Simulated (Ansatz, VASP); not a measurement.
# One calculation of InP, two programs

Contents of INCAR:

```
SYSTEM = InP
PREC = Accurate ; ENCUT = 600
EDIFF = 1E-7 ; ISMEAR = -1
SIGMA = 0.05 ; LREAL = .False.
LASPH = .True. ; NELM = 100
ALGO = Normal ; ISIF = 3
LWAVE = .False. ; LCHARG = .False.
GGA = PE ; IBRION = 2
NSW = 80 ; EDIFFG = -0.02
```

Contents of KPOINTS:

```
regular mesh
0
Gamma
  8 8 8
  0 0 0
```

POSCAR

```
InP
1.0
    0.0000000000      2.9305000000      2.9305000000
    2.9305000000      0.0000000000      2.9305000000
    2.9305000000      2.9305000000      0.0000000000
In P
1 1
Direct
    0.0000000000      0.0000000000      0.0000000000
    0.7500000000      0.7500000000      0.7500000000
```

input.yaml

```yaml
crystal:
  lattice:
    - [0.0, 2.9305, 2.9305]
    - [2.9305, 0.0, 2.9305]
    - [2.9305, 2.9305, 0.0]
  atoms:
    - { symbol: In, position: [0.0, 0.0, 0.0] }
    - { symbol: P, position: [0.75, 0.75, 0.75] }
kpoints:
  mp_grid: { grid: [8, 8, 8] }
scf:
  occupations: { method: fermi_dirac, width: 0.05 }
hamiltonian:
  xc: pbe
  pseudopotentials: { kind: all_electron, lapw: { basis_error: 0.001 } }
output:
  forces: true
  stress: true
relax:
  f_tol: 0.02
  max_steps: 60
  cell: {}
```

Alike in both runs: task relaxation of cell and atoms; functional PBE; k mesh 8 × 8 × 8; occupations fermi-dirac, width 0.05 eV; no spin polarisation.

|  | VASP | Ansatz |
| --- | --- | --- |
| version | VASP 6.6.1 | Ansatz 0.2.0 |
| potentials or method | VASP PAW PBE potentials, release 64 (In_d, P), cutoff 600 eV | all-electron LAPW, scalar-relativistic |

VASP gave:

```
relaxed volume (Å³/atom)                                     : 26.44
relaxed cell length with the largest relative difference (Å) : 4.213
```

What did Ansatz give for the same quantities?

Relaxed volume (Å³/atom): 26.47; relaxed cell length with the largest relative difference (Å): 4.215.

Ansatz ran all-electron here, and VASP with PAW potentials.
